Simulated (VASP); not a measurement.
**Co: single point with PBEsol**

Crystal: Co.

```
Co
1.0
     0.00000    3.12918    3.12918
     3.12918    0.00000    3.12918
     3.12918    3.12918    0.00000
Co
6
Direct
  0.25000 0.25000 0.25000
  0.00000 0.00000 0.00000
  0.62500 0.62500 0.12500
  0.62500 0.12500 0.62500
  0.12500 0.62500 0.62500
  0.62500 0.62500 0.62500
```

This isn't the form of Co at room conditions, which is hcp.

```yaml
Program: VASP 6.6.1
Task: single point
Functional: PBEsol
Potentials_or_basis: VASP PAW PBE potentials, release 64 (Co)
Cutoff: 520 eV
k_mesh: 6 × 6 × 6
Occupations: fermi-dirac, width 0.1 eV
Spin: collinear spin, ferromagnetic start
Starting_moments: "[2.5, 2.5, 2.5, 2.5, 2.5, 2.5] μB"
```

```yaml
Pressure: 15.8 GPa
Net_moment: 9.14 μB per cell
Site_moments: Co +1.66, +1.45 (each value once) μB
Valence_electrons_inside_the_program's_atomic_spheres: Co 8.14, 8.64 (each value once)
```

Levels at points of the mesh, in eV from the Fermi level:
Spin up:
```
           k point  band 28  band 29  band 30  band 31  band 32  band 33  band 34  band 35
(0.00, 0.00, 0.00)    -0.90     0.13     0.13     0.13     1.34     3.01     3.01     3.01
(0.50, 0.00, 0.00)    -1.10    -1.10    -0.80    -0.80     0.13     2.28     2.53     2.53
(0.50, 0.50, 0.00)    -1.35    -1.21    -1.21    -1.09    -1.09     1.60     1.60     2.44
```
Spin down:
```
           k point  band 18  band 19  band 20  band 21  band 22  band 23  band 24  band 25  band 26  band 27
(0.00, 0.00, 0.00)    -1.02    -0.64    -0.64     0.09     0.09     0.09     0.59     0.59     0.59     0.97
(0.50, 0.00, 0.00)    -0.78    -0.71    -0.71    -0.36    -0.35    -0.35     0.02     0.12     0.26     0.26
(0.50, 0.50, 0.00)    -1.64    -0.57    -0.57    -0.28    -0.28    -0.18    -0.18     0.41     0.41     0.43
```

Run time: 69 s on 1 thread of Intel(R) Xeon(R) 6975P-C (Granite Rapids), with other jobs on the host, peak memory 0.26 GiB.

Caveat: the cell stands under pressure; the PAW data sets were made with another functional, which shifts forces and pressure a little.
